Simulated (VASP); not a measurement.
A run of VASP 6.6.1 is set up as follows.

Contents of INCAR:

```
SYSTEM = PbF2
  PREC = Accurate
  ENCUT = 520
  EDIFF = 1E-7
  ISMEAR = 0
  SIGMA = 0.01
  LREAL = .False.
  LASPH = .True.
  NELM = 80
  ALGO = Normal
  ISIF = 2
  LWAVE = .False.
  LCHARG = .False.
  GGA = PE
  NBANDS = 21
```

The input KPOINTS:

```
Automatic mesh
0
Gamma
  6 6 6
  0 0 0
```

Contents of POSCAR:

```
PbF2
1.0
    0.0000000000      2.9458083781      2.9458083781
    2.9458083781      0.0000000000      2.9458083781
    2.9458083781      2.9458083781      0.0000000000
Pb F
1 2
Direct
    0.0000000000      0.0000000000      0.0000000000
    0.7500000000      0.7500000000      0.7500000000
    0.2500000000      0.2500000000      0.2500000000
```

Potentials or basis: VASP PAW PBE potentials, release 64 (Pb_d, F).

Command:

```bash
$ cat potpaw_PBE.64/Pb_d/POTCAR potpaw_PBE.64/F/POTCAR > POTCAR
$ mpirun -np 1 vasp_std > vasp.out
```

Q: Estimate the pressure.

A: 4.0 GPa.

Q: What does it give for the band gap on the k mesh?

A: 4.44 eV (least direct gap 4.56 eV).

Caveat: the cell stands under pressure; spin-orbit coupling is left out, which moves the levels of the heavy elements. A k mesh can miss the band edges.
